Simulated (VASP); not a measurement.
# Si6O10F (a cell with a defect) in VASP: further runs

Runs on Si6O10F (a cell with a defect). Level: PBE+D3(BJ). Tasks: single point.

All numbers are computed with VASP 6.6.1; they aren't measurements. Logs are shortened: lines on timing, memory, paths and dates and some standing lists are left out, and cuts for length are marked.

**1. The cell of the first run**

The cell holds a defect, 17 atoms: a = 7.301 Å, b = 7.301 Å, c = 7.005 Å, α = 90.00°, β = 90.00°, γ = 120.00°.

**2. Single point, PBE+D3(BJ)**

Input file INCAR:

```
SYSTEM = Si6O10F
PREC = Accurate
ENCUT = 520
EDIFF = 1E-7
ISMEAR = -1
SIGMA = 0.02
LREAL = Auto
LASPH = .True.
NELM = 60
ALGO = Normal
ISIF = 2
LWAVE = .False.
LCHARG = .False.
GGA = PE
IVDW = 12
NELECT = 90.0
NBANDS = 60
```

Input file KPOINTS:

```
regular mesh
0
Gamma
  2 2 2
  0 0 0
```

Input file POSCAR:

```
Si6O10F
1.0
    7.3005510000      0.0000000000      0.0000000000
   -3.6502750000      6.3224620000      0.0000000000
    0.0000000000      0.0000000000      7.0051240000
Si O F
6 10 1
Direct
    0.5329277313      0.7626054972      0.4198431722
    0.4503525047      0.2442355114      0.9117824755
    0.2939261308      0.4594767146      0.7773603945
    0.7494625663      0.2332148146      0.5804197010
    0.7665372593      0.5378728480      0.2420263555
    0.2381274872      0.7681942815      0.0774410359
    0.5773570544      0.3896241858      0.0928123334
   -0.0084659914      0.6667884521      0.1333612776
    0.7906503473      0.3869488443      0.4025351318
    0.7030063798      0.7031248302      0.3339902133
    0.6158625602      0.2698401797      0.7436412767
    0.2606502497      0.6073145370      0.9254587257
    0.3103980614     -0.0026494165     -0.0253116235
    0.3840718462      0.7866597653      0.2606237219
    0.3892863205      0.5748675272      0.5765334976
    0.6619812328     -0.0111986848      0.5318590832
   -0.0114873405      0.3057424124      0.6809382278
```

Potentials or basis: VASP PAW PBE potentials, release 64 (Si, O, F).

The run is started by

```bash
> cat potpaw_PBE.64/Si/POTCAR potpaw_PBE.64/O/POTCAR potpaw_PBE.64/F/POTCAR > POTCAR
> mpirun -np 1 vasp_std > vasp.out
```

OUTCAR:

```text
SYSTEM = Si6O10F
   PREC = Accurate
   ENCUT = 520
   EDIFF = 1E-7
   ISMEAR = -1
   LREAL = Auto
   LASPH = .True.
   NELM = 60
   ISIF = 2
   GGA = PE
   IVDW = 12
   NELECT = 90.0
 IVDW          = 12

 ion  position               nearest neighbor table
   1  0.533  0.763  0.420-  10 1.62  14 1.63  16 1.64  15 1.66
   2  0.450  0.244  0.912-   7 1.62  13 1.63  11 1.63   3 2.54
   3  0.294  0.459  0.777-  12 1.60  15 1.61  17 2.05   2 2.54
   4  0.749  0.233  0.580-   9 1.60  16 1.60  11 1.61  17 1.70
   5  0.767  0.538  0.242-   8 1.62  10 1.63   7 1.64   9 1.64
   6  0.238  0.768  0.077-   8 1.62  14 1.63  13 1.65  12 1.65
   7  0.577  0.390  0.093-   2 1.62   5 1.64
   8  0.992  0.667  0.133-   6 1.62   5 1.62
   9  0.791  0.387  0.403-   4 1.60   5 1.64
  10  0.703  0.703  0.334-   1 1.62   5 1.63
  11  0.616  0.270  0.744-   4 1.61   2 1.63
  12  0.261  0.607  0.925-   3 1.60   6 1.65
  13  0.310  0.997  0.975-   2 1.63   6 1.65
  14  0.384  0.787  0.261-   1 1.63   6 1.63
  15  0.389  0.575  0.577-   3 1.61   1 1.66
  16  0.662  0.989  0.532-   4 1.60   1 1.64
  17  0.989  0.306  0.681-   4 1.70   3 2.05

  LATTYP: Found a hexagonal cell.
 ALAT       =     7.3005510000
 C/A-ratio  =     0.9595336023

  Lattice vectors:

 A1 = (   7.3005510000,   0.0000000000,   0.0000000000)
 A2 = (  -3.6502750000,   6.3224620000,   0.0000000000)
 A3 = (   0.0000000000,   0.0000000000,   7.0051240000)

Analysis of symmetry for initial positions (statically):
=====================================================================
 Subroutine PRICEL returns:
 Original cell was already a primitive cell.

 Routine SETGRP: Setting up the symmetry group for a
 hexagonal supercell.

 Subroutine GETGRP returns: Found  1 space group operations
 (whereof  1 operations were pure point group operations)
 out of a pool of 24 trial point group operations.

The static configuration has the point symmetry C_1 .

Analysis of symmetry for dynamics (positions and initial velocities):
=====================================================================
 Subroutine PRICEL returns:
 Original cell was already a primitive cell.

 Routine SETGRP: Setting up the symmetry group for a
 hexagonal supercell.

 Subroutine GETGRP returns: Found  1 space group operations
 (whereof  1 operations were pure point group operations)
 out of a pool of 24 trial point group operations.

The dynamic configuration has the point symmetry C_1 .

 Subroutine INISYM returns: Found  1 space group operations
 (whereof  1 operations are pure point group operations),
 and found     1 'primitive' translations

----------------------------------------------------------------------------------------

                                     Primitive cell

  volume of cell :     323.3387

  direct lattice vectors                    reciprocal lattice vectors
     7.300551000  0.000000000  0.000000000     0.136975962  0.079083106  0.000000000
    -3.650275000  6.322462000  0.000000000     0.000000000  0.158166233  0.000000000
     0.000000000  0.000000000  7.005124000     0.000000000  0.000000000  0.142752648

  length of vectors
     7.300551000  7.300550206  7.005124000     0.158166216  0.158166233  0.142752648

  position of ions in fractional coordinates (direct lattice)
     0.532927731  0.762605497  0.419843172
     0.450352505  0.244235511  0.911782475
     0.293926131  0.459476715  0.777360395
     0.749462566  0.233214815  0.580419701
     0.766537259  0.537872848  0.242026356
     0.238127487  0.768194282  0.077441036
[... 9 lines left out ...]
     0.661981233  0.988801315  0.531859083
     0.988512660  0.305742412  0.680938228

  ion indices of the primitive-cell ions
   primitive index   ion index
                 1           1
                 2           2
                 3           3
                 4           4
                 5           5
                 6           6
[... 9 lines left out ...]
                16          16
                17          17

----------------------------------------------------------------------------------------

 KPOINTS: regular mesh

Automatic generation of k-mesh.
 Grid dimensions read from file:
 generate k-points for:    2    2    2

 Generating k-lattice:

  Cartesian coordinates                     Fractional coordinates (reciprocal lattice)
     0.068487981  0.039541553  0.000000000     0.500000000  0.000000000  0.000000000
     0.000000000  0.079083117  0.000000000     0.000000000  0.500000000  0.000000000
     0.000000000  0.000000000  0.071376324     0.000000000  0.000000000  0.500000000

  Length of vectors
     0.079083108  0.079083117  0.071376324

  Shift w.r.t. Gamma in fractional coordinates (k-lattice)
     0.000000000  0.000000000  0.000000000

 Subroutine IBZKPT returns following result:
 ===========================================

 Found      8 irreducible k-points:

 Following reciprocal coordinates:
            Coordinates               Weight
  0.000000  0.000000  0.000000      1.000000
  0.500000  0.000000  0.000000      1.000000
  0.000000  0.500000  0.000000      1.000000
  0.500000  0.500000  0.000000      1.000000
  0.000000  0.000000  0.500000      1.000000
  0.500000  0.000000  0.500000      1.000000
  0.000000  0.500000  0.500000      1.000000
  0.500000  0.500000  0.500000      1.000000
   k-points           NKPTS =      8   k-points in BZ     NKDIM =      8   number of bands    NBANDS=     60
   number of dos      NEDOS =    301   number of ions     NIONS =     17
   total plane-waves  NPLWV = 157464
   dimension x,y,z NGX =    54 NGY =   54 NGZ =   54
   dimension x,y,z NGXF=   108 NGYF=  108 NGZF=  108
   ions per type =               6  10   1
   NGX,Y,Z   is equivalent  to a cutoff of  12.30, 12.30, 12.82 a.u.
   NGXF,Y,Z  is equivalent  to a cutoff of  24.59, 24.59, 25.63 a.u.
 SYSTEM =  Si6O10F
   PREC   = accura    normal or accurate (medium, high low for compatibility)
   ISTART =      0    job   : 0-new  1-cont  2-samecut
   ICHARG =      2    charge: 1-file 2-atom 10-const
   ISPIN  =      1    spin polarized calculation?
   LNONCOLLINEAR =      F non collinear calculations
   LSORBIT =      F    spin-orbit coupling
   LASPH  =      T    aspherical Exc in radial PAW
   ENCUT  =  520.0 eV  38.22 Ry    6.18 a.u.  13.57 13.57 13.02*2*pi/ulx,y,z
   NELM   =     60;   NELMIN=  2; NELMDL= -5     # of ELM steps
   EDIFF  = 0.1E-06   stopping-criterion for ELM
   LREAL  =      T    real-space projection
   EDIFFG = 0.1E-05   stopping-criterion for IOM
   NSW    =      0    number of steps for IOM
   IBRION =     -1    ionic relax: 0-MD 1-quasi-New 2-CG
   NFREE  =      0    steps in history (QN), initial steepest desc. (CG)
   ISIF   =      2    stress and relaxation
   ISYM   =      2    0-nonsym 1-usesym 2-fastsym
   POTIM  = 0.5000    time-step for ionic-motion
   TEBEG  =    0.0;   TEEND  =   0.0 temperature during run
   PSTRESS=    0.0 pullay stress
   NELECT =      90.0000    total number of electrons
   NUPDOWN=      -1.0000    fix difference up-down
   EMIN   =  10.00;   EMAX   =-10.00  energy-range for DOS
   EFERMI =   0.00;   METHOD = LEGACY
   ISMEAR =    -1;   SIGMA  =   0.02  broadening in eV -4-tet -1-fermi 0-gaus
   EFERMI_NEDOS =   21; number of points for ismear=-14 and -15
   IALGO  =     38    algorithm
   IMIX   =      4    mixing-type and parameters
     AMIX     =   0.40;   BMIX     =  1.00
     AMIX_MAG =   1.60;   BMIX_MAG =  1.00
  volume/ion in A,a.u.               =      19.02       128.35
  Fermi-wavevector in a.u.,A,eV,Ry     =   1.068898  2.019925 15.545253  1.142544
  Thomas-Fermi vector in A             =   2.204561
   LORBIT       =      0    0 simple, 1 ext, 2 COOP (PROOUT), +10 PAW based schemes
   GGA     = PE    functional components
   LHFCALC =     F    Hartree Fock is set to
   AEXX    =    0.0000 exact exchange contribution
   IVDW    =    12    specifies the selected vdW correction
   LEPSILON=     F    determine dielectric tensor
   LRPA    =     F    only Hartree local field effects (RPA)
 non-spin polarized calculation
  energy-cutoff  :      520.00
  volume of cell :      323.34
 maximum number of plane-waves:      8774
   NGX = 27   NGY = 27   NGZ = 27

 number of electron      90.0000005 magnetization

 Free energy of the ion-electron system (eV)
  ---------------------------------------------------
  ext. energy  EPLUGINS =         0.00000000
  ---------------------------------------------------
  free energy    TOTEN  =      -129.32452887 eV

  energy without entropy =     -129.32452887  energy(sigma->0) =     -129.32452887

 E-fermi :  -1.1105     XC(G=0):  -7.0150

 val. band max:       -1.6483371526   @ k =   0.5000   0.5000   0.0000
 cond. band min:       2.9375552186   @ k =   0.5000   0.5000   0.0000
 fundamental gap:      4.5858923711
 Fermi energy:        -1.1105422665

 k-point     1 :       0.0000    0.0000    0.0000
  band No.  band energies     occupation
      1     -25.2463      2.00000
      2     -20.5748      2.00000
      3     -20.0490      2.00000
      4     -19.8643      2.00000
      5     -19.6274      2.00000
      6     -19.3733      2.00000
[... 49 lines left out ...]
     56       7.8817      0.00000
     57       8.2613      0.00000

 k-point     2 :       0.5000    0.0000    0.0000
  band No.  band energies     occupation
      1     -25.2459      2.00000
      2     -20.4948      2.00000
      3     -20.1908      2.00000
      4     -19.8942      2.00000
      5     -19.5851      2.00000
      6     -19.3513      2.00000
[... 49 lines left out ...]
     56       8.0421      0.00000
     57       8.1768      0.00000
[... 298 lines left out ...]
     56       7.7458      0.00000
     57       7.9980      0.00000

 k-point     8 :       0.5000    0.5000    0.5000
  band No.  band energies     occupation
      1     -25.2461      2.00000
      2     -20.2874      2.00000
      3     -20.2193      2.00000
      4     -20.0619      2.00000
      5     -19.8764      2.00000
      6     -19.2717      2.00000
[... 49 lines left out ...]
     56       7.9433      0.00000
     57       8.1565      0.00000
 [bands above 57 left out]

------------------------ aborting loop because EDIFF is reached ----------------------------------------

 Edisp (eV)   -1.61250

 E8    (eV) :    -0.5455

  FORCE on cell =-STRESS in cart. coord.  units (eV):
  Direction    XX          YY          ZZ          XY          YZ          ZX
  --------------------------------------------------------------------------------------
  -------------------------------------------------------------------------------------
  Total     -15.86641   -14.71806   -11.82949     2.99188     2.48388    -3.44877
  in kB     -78.61975   -72.92953   -58.61637    14.82506    12.30787   -17.08900
  external pressure =      -70.06 kB  Pullay stress =        0.00 kB

 VOLUME and BASIS-vectors are now :
 -----------------------------------------------------------------------------
  energy-cutoff  :      520.00
  volume of cell :      323.34
      direct lattice vectors                 reciprocal lattice vectors
     7.300551000  0.000000000  0.000000000     0.136975962  0.079083106  0.000000000
    -3.650275000  6.322462000  0.000000000     0.000000000  0.158166233  0.000000000
     0.000000000  0.000000000  7.005124000     0.000000000  0.000000000  0.142752648

 POSITION                                       TOTAL-FORCE (eV/Angst)
 -----------------------------------------------------------------------------------
      1.10695      4.82154      2.94105        -0.005038     -0.002805      0.020625
      2.39629      1.54417      6.38715        -0.038533      0.014682     -0.016785
      0.46861      2.90502      5.44551         0.016142     -0.054304      0.010283
      4.62019      1.47449      4.06591        -0.046916     -0.022573     -0.017504
      3.63276      3.40068      1.69542         0.010760      0.010372     -0.005855
     -1.06566      4.85688      0.54248        -0.007441     -0.007104     -0.022177
[... 9 lines left out ...]
      1.22343      6.25166      3.72574        -0.008072     -0.000931     -0.002586
      6.10064      1.93304      4.77006         0.075462      0.026677      0.033861
 -----------------------------------------------------------------------------------
    total drift:                               -0.001834      0.008291      0.009159

  FREE ENERGIE OF THE ION-ELECTRON SYSTEM (eV)
  ---------------------------------------------------
  free  energy   TOTEN  =      -130.9370250561 eV

  energy  without entropy=     -130.9370250561  energy(sigma->0) =     -130.93702506
```

Wall time 2.8 min (1 thread of Intel Xeon Platinum 8488C (Sapphire Rapids), shared host); peak memory 0.41 GiB.

What came out:

- Free energy: -130.9370 eV
- Largest force: 0.087 eV/Å
- Dispersion energy per atom: -0.095 eV

Forces on the atoms (eV/Å):
```
Si  -0.005 -0.003  0.021
Si  -0.039  0.015 -0.017
Si   0.016 -0.054  0.010
Si  -0.047 -0.023 -0.018
Si   0.011  0.010 -0.006
Si  -0.007 -0.007 -0.022
O    0.007  0.008  0.011
O   -0.001 -0.009  0.008
O   -0.008  0.013 -0.009
O    0.002 -0.011 -0.003
O   -0.001 -0.004  0.000
O   -0.020  0.024  0.032
O    0.012 -0.008  0.006
O    0.002 -0.003 -0.008
O    0.011  0.026 -0.037
O   -0.008 -0.001 -0.003
F    0.075  0.027  0.034
```

Caveat: the k points lie up to 0.50 Å⁻¹ apart; the cell carries a net charge on a neutralising background, which shifts energy and pressure; the cell is charged against a uniform background, so pressure and absolute levels hang on convention.

(Continued in part 2 of 2.)
